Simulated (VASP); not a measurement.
Write the native input for VASP 6.6.1 that does the following.

```
Task                   : single point
Functional             : PBE
Potentials or basis    : VASP PAW PBE potentials, release 64 (Sr_sv, O)
Cutoff                 : 520 eV
k mesh                 : 9 × 9 × 6
Occupations            : gaussian, width 0.02 eV
Spin                   : no spin polarisation
Dipole correction      : no
Further INCAR settings : ALGO = Normal; EDIFF = 1e-07; NBANDS = 24
```

The structure of SrO lies in POSCAR:

```
SrO
1.0
    4.3347242280      0.0026935437     -0.0142800573
   -2.1650294367      3.7323069114     -0.0113732833
   -0.0172196873     -0.0257779750      5.2391671848
Sr O
2 2
Direct
    0.3382188124      0.6710581047      0.9328751540
    0.6643977075      0.3347269218      0.4398345835
    0.3378320963      0.6684275651      0.4348356776
    0.6595513837      0.3257874084      0.9424545849
```

This cell differs from its parent crystal: atoms moved at random and the cell strained at random.

One way to write it, as run:

INCAR

```
SYSTEM = SrO
  PREC = Accurate
  ENCUT = 520
  EDIFF = 1E-7
  ISMEAR = 0
  SIGMA = 0.02
  LREAL = .False.
  LASPH = .True.
  NELM = 100
  ALGO = Normal
  ISIF = 2
  LWAVE = .False.
  LCHARG = .False.
  GGA = PE
  NBANDS = 24
```

KPOINTS

```
regular mesh
0
Gamma
  9 9 6
  0 0 0
```

Potentials or basis: VASP PAW PBE potentials, release 64 (Sr_sv, O).

The run is started by

```console
$ cat potpaw_PBE.64/Sr_sv/POTCAR potpaw_PBE.64/O/POTCAR > POTCAR
$ mpirun -np 1 vasp_std > vasp.out
```

Results of the run:

* Pressure: -1.2 GPa
* Largest force: 0.333 eV/Å
* Band gap on the k mesh: 2.52 eV, direct

Caveat: the cell differs from its parent crystal (atoms moved at random and the cell strained at random).

Wall time 5.9 min on 1 thread of Intel(R) Xeon(R) Platinum 8375C CPU @ 2.90GHz (Ice Lake), on a shared host, peak memory 0.51 GiB.
